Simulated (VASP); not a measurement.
Runs of VASP 6.6.1 on Al. The structure is cubic, space group Fm-3m (No. 225). Conventional cell: a = 4.050 Å, b = 4.050 Å, c = 4.050 Å, α = 90.00°, β = 90.00°, γ = 90.00°. Within 3.8 Å of Al (site symmetry m-3m) lie 12 Al at 2.86 Å. 

```csv
smearing,gap on the mesh (eV),pressure (GPa)
methfessel-paxton 0.2 eV,none,-0.8
methfessel-paxton 0.5 eV,none,(a)
methfessel-paxton 0.1 eV,none,-0.8
methfessel-paxton 0.3 eV,none,-0.7
```

Alike in all rows: task single point; level PBE; potentials or basis VASP PAW PBE potentials, release 64 (Al); no spin polarisation; cell as given; k mesh 14 × 14 × 14; cutoff (eV) 520.

**Question.** Fill in the values left out.

**Answer.** (a) -0.6.

A gap of «none» marks levels without a gap at the run's occupations.
